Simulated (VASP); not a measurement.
Here is a VASP 6.6.1 calculation.

The input INCAR:

```
  ALGO = Normal
  EDIFF = 1E-6
  EDIFFG = -0.01
  ENCUT = 600
  GGA = PE
  IBRION = 2
  ISIF = 3
  ISMEAR = -1
  IVDW = 12
  LASPH = T
  LCHARG = F
  LREAL = F
  LWAVE = F
  NELM = 100
  NSW = 60
  PREC = Accurate
  SIGMA = 0.05
```

Contents of KPOINTS:

```
k-points
0
Gamma
  8 8 5
```

The input POSCAR:

```
Cd2S
1.0
    3.9626700490      0.0000000000      0.0000000000
   -1.9813350245      3.4317729293      0.0000000000
    0.0000000000      0.0000000000      5.8091920000
Cd S
2 1
Direct
    0.3333333333      0.6666666667      0.9327170000
    0.6666666667      0.3333333333      0.5787350000
    0.3333333333      0.6666666667      0.3657050000
```

Potentials or basis: VASP PAW PBE potentials, release 64 (Cd, S).

Launch:

```sh
$ cat potpaw_PBE.64/Cd/POTCAR potpaw_PBE.64/S/POTCAR > POTCAR
$ mpirun -np 1 vasp_std > vasp.out
```

Q: Estimate the relaxed volume.

A: 24.86 Å³/atom.

Q: What does it give for the dispersion energy per atom?

A: -0.333 eV.

Q: What does it give for the space group after relaxing (to 0.1 Å)?

A: P3m1 (No. 156).

Q: Predict the band gap on the k mesh.

A: 0.19 eV (least direct gap 0.59 eV).

Final structure:
```xyz
3
Lattice="3.8544 0.0000 0.0000 -1.9272 3.3380 0.0000 0.0000 0.0000 5.7977" Properties=species:S:1:pos:R:3 pbc="T T T"
Cd    0.0000    2.2253    5.4144
Cd    1.9272    1.1127    3.3708
S     0.0000    2.2253    2.0979
```

Caveat: semilocal functionals underestimate gaps, and a narrow one can read as zero. A k mesh can miss the band edges.
